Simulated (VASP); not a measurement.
Wanted: the native input for a VASP 6.6.1 run.

```yaml
Task: single point
Functional: PBE
Potentials_or_basis: VASP PAW PBE potentials, release 64 (Mg, Li_sv)
Cutoff: 520 eV
k_mesh: 4 × 3 × 4
Occupations: fermi-dirac, width 0.05 eV
Spin: no spin polarisation
Dipole_correction: no
Further_INCAR_settings: ALGO = Normal; EDIFF = 1e-06; NBANDS = 26
```

The structure of LiMg12 (a cell with a defect) lies in POSCAR:

```
LiMg12
1.0
    6.4200000000      0.0000000000      0.0000000000
   -4.8150000000      8.3398250000      0.0000000000
    0.0000000000      0.0000000000      5.2130400000
Mg Li
12 1
Direct
    0.1592723725      0.0715835164     -0.0117687568
    0.1817965062      0.2453745732      0.4953244172
   -0.0446009832      0.2868435489     -0.0005050796
    0.1180769707      0.5388604677      0.4921343400
    0.0257733654      0.6699827634     -0.0084756687
    0.1589282231      0.8868017015      0.4978047358
    0.5135820961     -0.0306236642      0.0176898700
    0.6328214677      0.2080149164      0.5069725151
    0.5748821213      0.3680721118      0.0071793042
    0.6639608623      0.5732807343      0.5007463975
    0.3885498763      0.5833452141     -0.0107860289
    0.6755857968      0.8962936273      0.5269318862
    0.7868732512      0.8162276786      1.0424512377
```

One way to write it, as run:

INCAR

```
SYSTEM = LiMg12
PREC = Accurate ; ENCUT = 520
EDIFF = 1E-6 ; ISMEAR = -1
SIGMA = 0.05 ; LREAL = .FALSE.
LASPH = .TRUE. ; NELM = 80
ALGO = Normal ; ISIF = 2
LWAVE = .FALSE. ; LCHARG = .FALSE.
GGA = PE ; NBANDS = 26
```

KPOINTS

```
regular mesh
0
G
  4 3 4
  0 0 0
```

Potentials or basis: VASP PAW PBE potentials, release 64 (Mg, Li_sv).

Launch:

```console
$ cat potpaw_PBE.64/Mg/POTCAR potpaw_PBE.64/Li_sv/POTCAR > POTCAR
$ mpirun -np 1 vasp_std > vasp.out
```

It gave:

| Property | Result |
| --- | --- |
| Largest force | 0.117 eV/Å |
| Band gap on the k mesh | zero (an odd number of electrons rules out a gap without spin polarisation) |

Wall time 3.6 min on 1 thread of Oxide Virtual Turin-like Processor, on a shared host, peak memory 0.4 GiB.
